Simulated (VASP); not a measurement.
## CsPbCl3: single point with r2SCAN

CsPbCl3:

```
CELL_PARAMETERS angstrom
5.73568 0.00000 0.00000
0.00000 5.73568 0.00000
0.00000 0.00000 5.73568
ATOMIC_POSITIONS crystal
Cs 0.00000 0.00000 0.00000
Pb 0.50000 0.50000 0.50000
Cl 0.00000 0.50000 0.50000
Cl 0.50000 0.50000 0.00000
Cl 0.50000 0.00000 0.50000
```

* Program: VASP 6.6.1
* Task: single point
* Functional: r2SCAN
* Potentials or basis: VASP PAW PBE potentials, release 64 (Cs_sv, Pb_d, Cl)
* Cutoff: 520 eV
* k mesh: 6 × 6 × 6
* Occupations: gaussian, width 0.05 eV
* Spin: no spin polarisation

```json
{
  "Pressure": "-0.8 GPa",
  "Band gap on the k mesh": "2.60 eV"
}
```

Levels at points of the mesh, in eV from the valence-band top:
```tsv
k point	band 18	band 19	band 20	band 21	band 22	band 23	band 24	band 25	band 26	band 27
(0.00, 0.00, 0.00)	-2.29	-2.29	-2.20	-2.20	-2.20	4.16	5.13	5.13	6.10	6.10
(0.50, 0.00, 0.00)	-2.38	-2.38	-2.29	-2.29	-1.52	3.56	5.48	5.84	5.84	5.97
(0.50, 0.50, 0.00)	-2.47	-2.45	-2.45	-1.91	-0.73	3.12	3.12	5.46	6.23	6.47
(0.50, 0.50, 0.50)	-2.46	-1.90	-1.90	-1.90	0.00	2.60	2.60	2.60	6.04	6.41
```

It took 4.8 min on 1 thread of Intel(R) Xeon(R) 6975P-C (Granite Rapids) (shared host), peak memory 0.41 GiB.

Caveat: the PAW data sets were made with another functional, which shifts forces and pressure a little; spin-orbit coupling is left out, which moves the levels of the heavy elements. A k mesh can miss the band edges.
